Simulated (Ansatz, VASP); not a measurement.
# CaSe in VASP and in Ansatz

The input INCAR:

```
  PREC = Accurate
  ENCUT = 520
  EDIFF = 1E-6
  ISMEAR = 0
  SIGMA = 0.01
  LREAL = F
  LASPH = T
  NELM = 80
  ALGO = Normal
  ISIF = 2
  LWAVE = F
  LCHARG = T
  GGA = PE
  LELF = T
  LVHAR = T
  NBANDS = 15
```

File KPOINTS:

```
regular mesh
0
Gamma
  6 6 6
```

POSCAR

```
CaSe
1.0
    0.0000000000      3.2795613712      3.2795613712
    3.2795613712      0.0000000000      3.2795613712
    3.2795613712      3.2795613712      0.0000000000
Ca Se
1 1
Direct
    0.0000000000      0.0000000000      0.0000000000
    0.2500000000      0.2500000000      0.2500000000
```

Input for Ansatz:

```yaml
crystal:
  lattice:
    - [0.0, 3.2795613712, 3.2795613712]
    - [3.2795613712, 0.0, 3.2795613712]
    - [3.2795613712, 3.2795613712, 0.0]
  atoms:
    - { symbol: Ca, position: [0.0, 0.0, 0.0] }
    - { symbol: Se, position: [0.25, 0.25, 0.25] }
kpoints:
  mp_grid: { grid: [6, 6, 6] }
hamiltonian:
  xc: pbe
scf:
  occupations: { method: fixed }
output:
  optics:
    e_range: [0, 16]
    de: 0.05
    sigma: 0.1
    bands: { spectra_wanted_up_to: 16 }
    scissors: 0.874
```

Alike in both runs: task single point; functional PBE; k mesh 6 × 6 × 6; no spin polarisation.

|  | VASP | Ansatz |
| --- | --- | --- |
| version | VASP 6.6.1 | Ansatz 0.2.0 |
| potentials or method | VASP PAW PBE potentials, release 64 (Ca_sv, Se) | plane waves, PAW |
| plane-wave cutoff (eV) | 520 | 420 |
| occupations | gaussian, width 0.01 eV | fixed |
| valence electrons in the cell | 16 | 26 |

|  | VASP | Ansatz | Ansatz less VASP |
| --- | --- | --- | --- |
| gap on the k mesh at the Fermi level (eV) | 3.21 | 3.21 | +0.001 |

VASP's potentials hold 16 valence electrons a cell and Ansatz's 26, so a difference there can come from the potentials and not from the codes.
